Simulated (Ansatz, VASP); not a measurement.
## One calculation of H6Rh, two programs

```
H Rh
1.0
     0.00000    2.88226    2.88226
     2.88226    0.00000    2.88226
     2.88226    2.88226    0.00000
H Rh
6 1
Direct
  0.15518 0.15518 0.15518
  0.15518 0.15518 0.53445
  0.15518 0.53445 0.15518
  0.53445 0.15518 0.15518
  0.75000 0.75000 0.75000
  0.50000 0.50000 0.50000
  0.00000 0.00000 0.00000
```

Alike in both runs: functional PBE; k mesh 6 × 6 × 6; occupations gaussian, width 0.1 eV; no spin polarisation.

Ansatz relaxed the structure, and its values are those at the end. VASP's run is a single point on that final structure, the one shown.

|  | VASP | Ansatz |
| --- | --- | --- |
| version | VASP 6.6.1 | Ansatz 0.2.0 |
| potentials or method | VASP PAW PBE potentials, release 64 (H, Rh_pv), cutoff 520 eV | scalar-relativistic, plane waves, PAW |
| valence electrons in the cell | 21 | 23 |

|  | VASP | Ansatz | Ansatz less VASP |
| --- | --- | --- | --- |
| gap on the k mesh at the Fermi level (eV) | none | none | - |
| pressure (GPa) | -0.2 | 0.0 | +0.17 |
| rms of the force components (eV/Å) | 0.015 | 0.005 | -0.0091 |

A gap of «none» marks a metal or a gap that the smearing closes. The functional is the same, so the differences come from potentials, cutoffs and numerics. VASP's potentials hold 21 valence electrons a cell and Ansatz's 23, so a difference there can come from the potentials and not from the codes.
